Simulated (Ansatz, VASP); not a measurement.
**Nb5N in VASP and in Ansatz**

File INCAR:

```
SYSTEM = Nb5N
PREC = Accurate
ENCUT = 520
EDIFF = 1E-7
ISMEAR = 0
SIGMA = 0.1
LREAL = .False.
LASPH = .True.
NELM = 150
ALGO = Normal
ISIF = 2
LWAVE = .False.
LCHARG = .True.
ISPIN = 2
MAGMOM = 0 0 0 0 0 0
LORBIT = 11
LMAXMIX = 4
GGA = PE
LELF = .True.
LVHAR = .True.
NBANDS = 48
```

Contents of KPOINTS:

```
Automatic mesh
0
Gamma
  6 6 2
  0 0 0
```

File POSCAR:

```
Nb5N
1.0
    3.8917640000      0.0000000000      0.0000000000
   -1.9458820000      3.3703664900      0.0000000000
    0.0000000000      0.0000000000      7.8681338600
Nb N
5 1
Direct
    0.6666666700      0.3333333300      0.0000000000
    0.0000000000      0.0000000000      0.8150023500
    0.0000000000      0.0000000000      0.1849976500
    0.6666666700      0.3333333300      0.3554226500
    0.6666666700      0.3333333300      0.6445773500
    0.0000000000      0.0000000000      0.0000000000
```

Input for Ansatz:

```yaml
crystal:
  lattice:
    - [3.891764, 0.0, 0.0]
    - [-1.945882, 3.37036649, 0.0]
    - [0.0, 0.0, 7.86813386]
  atoms:
    - { symbol: Nb, position: [0.66666667, 0.33333333, 0.0] }
    - { symbol: Nb, position: [0.0, 0.0, 0.81500235] }
    - { symbol: Nb, position: [0.0, 0.0, 0.18499765] }
    - { symbol: Nb, position: [0.66666667, 0.33333333, 0.35542265] }
    - { symbol: Nb, position: [0.66666667, 0.33333333, 0.64457735] }
    - { symbol: "N", position: [0.0, 0.0, 0.0] }
basis:
  ecutwfc: 420
kpoints:
  mp_grid: { grid: [6, 6, 2] }
hamiltonian:
  xc: pbe
scf:
  occupations: { method: gaussian, width: 0.1 }
  lower_state_search: "off"
output:
  forces: true
  stress: true
  eigenvalues: true
  populations: true
magnetization:
  spin_polarized: true
```

Alike in both runs: task single point; functional PBE; k mesh 6 × 6 × 2; occupations gaussian, width 0.1 eV; collinear spin.

```csv
,VASP,Ansatz
version,VASP 6.6.1,Ansatz 0.2.0
potentials or method,"VASP PAW PBE potentials, release 64 (Nb_sv, N), cutoff 520 eV","scalar-relativistic, plane waves, PAW"
valence electrons in the cell,70,70
```

|  | VASP | Ansatz | Ansatz less VASP |
| --- | --- | --- | --- |
| gap on the k mesh at the Fermi level (eV) | none | none | - |
| rms of the force components (eV/Å) | 11.303 | 11.150 | -0.1530 |

Atom by atom the forces differ by 0.153 eV/Å (rms over components). A gap of «none» marks a metal or a gap that the smearing closes. Ansatz's warnings: no starting moments.

The k mesh is coarse, so the values compare programs but aren't converged.
